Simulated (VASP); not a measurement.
Crystal: Rh.

```xyz
1
Lattice="0.0000 1.8591 1.8591 1.8591 0.0000 1.8591 1.8591 1.8591 0.0000" Properties=species:S:1:pos:R:3 pbc="T T T"
Rh    0.0000    0.0000    0.0000
```

Base run:

- Program: VASP 6.6.1
- Functional: PBE
- Potentials or basis: VASP PAW PBE potentials, release 64 (Rh_pv)
- Cutoff: 520 eV
- k mesh: 12 × 12 × 12
- Occupations: fermi-dirac, width 0.05 eV
- Spin: no spin polarisation

Its results: pressure 28.5 GPa.

Question: The run is repeated on the same cell with these changes: functional from PBE to revPBE; further incar settings from ALGO = Fast; EDIFF = 1e-06; NBANDS = 14 to ALGO = Normal; EDIFF = 1e-06; NBANDS = 14. What comes out?

Answer: Pressure 32.3 GPa.

Caveats: the PAW data sets were made with another functional, which shifts forces and pressure a little (some runs).
